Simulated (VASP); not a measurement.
A run of VASP 6.6.1:

File INCAR:

```
SYSTEM = HfO2
PREC = Accurate ; ENCUT = 520
EDIFF = 1E-6 ; ISMEAR = -1
SIGMA = 0.05 ; LREAL = .FALSE.
LASPH = .TRUE. ; NELM = 80
ALGO = Normal ; ISIF = 2
LWAVE = .FALSE. ; LCHARG = .TRUE.
GGA = VW ; LELF = .TRUE.
LVHAR = .TRUE. ; NBANDS = 56
```

File KPOINTS:

```
regular mesh
0
G
  5 6 5
  0 0 0
```

Contents of POSCAR:

```
HfO2
1.0
    5.2881483861      0.0000000000      0.0000000000
    0.0000000000      5.0706233964      0.0000000000
    0.0000000000      0.0000000000      5.0989121849
Hf O
4 8
Direct
    0.9669940000      0.7325208200      0.7414403500
    0.5330060000      0.7325208200      0.2414403500
    0.4669940000      0.2674791800      0.7414403500
    0.0330060000      0.2674791800      0.2414403500
    0.6321274500      0.9286454000      0.8792672600
    0.8678725500      0.9286454000      0.3792672600
    0.2339485200      0.5398830500      0.4922923900
    0.2660514800      0.5398830500      0.9922923900
    0.7660514800      0.4601169500      0.9922923900
    0.7339485200      0.4601169500      0.4922923900
    0.1321274500      0.0713546000      0.8792672600
    0.3678725500      0.0713546000      0.3792672600
```

Potentials or basis: VASP PAW PBE potentials, release 64 (Hf_pv, O).

Launch:

```sh
$ cat potpaw_PBE.64/Hf_pv/POTCAR potpaw_PBE.64/O/POTCAR > POTCAR
$ mpirun -np 1 vasp_std > vasp.out
```

Hardware: 1 thread of Oxide Virtual Turin-like Processor (shared host).

How long does it take, and how much memory?

Wall time 5.6 min on 1 thread of Oxide Virtual Turin-like Processor, on a shared host, peak memory 0.29 GiB. Counts: scf iterations 14, k points 36.
